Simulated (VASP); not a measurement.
## NbAgCl3: single point with PBE

The system is NbAgCl3.

```
Nb Ag Cl
1.0
     7.57182    0.00000    0.00000
    -3.78591    6.55738    0.00000
     0.00000    0.00000    4.65379
Nb Ag Cl
2 2 6
Cartesian
  0.0000 4.3716 3.4903
  3.7859 2.1858 1.1634
  0.0000 0.0000 2.3269
  0.0000 0.0000 0.0000
  0.0000 2.6078 1.1634
  5.3134 1.3039 3.4903
  3.7859 3.9496 3.4903
  -1.5275 5.2535 1.1634
  1.5275 5.2535 1.1634
  2.2584 1.3039 3.4903
```

```yaml
Program: VASP 6.6.1
Task: single point
Functional: PBE
Potentials_or_basis: VASP PAW PBE potentials, release 64 (Nb_sv, Ag, Cl)
Cutoff: 520 eV
k_mesh: 3 × 3 × 4
Occupations: gaussian, width 0.1 eV
Spin: collinear spin
Starting_moments: "[-3.26, -3.26, 0.19, 0.19, 0.0, 0.0, 0.0, 0.0, 0.0, 0.0] μB"
Dipole_correction: no
Further_INCAR_settings: ALGO = Normal; EDIFF = 1e-06; NBANDS = 60
```

```
Pressure                                              : 0.0 GPa
Largest force                                         : 0.012 eV/Å
Net moment                                            : -5.94 μB per cell
Site moments                                          : Nb -2.21; Ag -0.01; Cl +0.02 μB
Valence electrons inside the program's atomic spheres : Nb 10.45; Ag 9.93; Cl 5.08
```

Forces on the atoms (eV/Å):
```
Nb   0.000  0.000  0.000
Nb   0.000  0.000  0.000
Ag   0.000  0.000  0.000
Ag   0.000  0.000  0.000
Cl   0.000 -0.012  0.000
Cl   0.011 -0.006  0.000
Cl   0.000  0.012  0.000
Cl  -0.011  0.006  0.000
Cl   0.011  0.006  0.000
Cl  -0.011 -0.006  0.000
```

Stress tensor (GPa, compression positive):
```
 0.08  0.00  0.00
 0.00  0.08  0.00
 0.00  0.00 -0.29
```

Levels at points of the mesh, in eV from the Fermi level:
Spin up:
| k point | band 40 | band 41 | band 42 | band 43 | band 44 | band 45 |
| --- | --- | --- | --- | --- | --- | --- |
| (0.00, 0.00, 0.00) | -2.03 | -1.99 | -1.99 | -0.21 | 1.20 | 1.41 |
| (0.00, 0.00, 0.50) | -2.33 | -2.33 | -2.33 | 0.63 | 0.63 | 1.66 |
Spin down:
```tsv
k point	band 46	band 47	band 48	band 49	band 50	band 51
(0.00, 0.00, 0.00)	-0.37	-0.28	-0.25	-0.25	0.65	0.65
(0.00, 0.00, 0.50)	-0.19	-0.19	-0.19	0.55	0.55	0.55
```

Wall time 6.4 min on 1 thread of Intel Xeon 8259CL, on a shared host, peak memory 0.52 GiB.
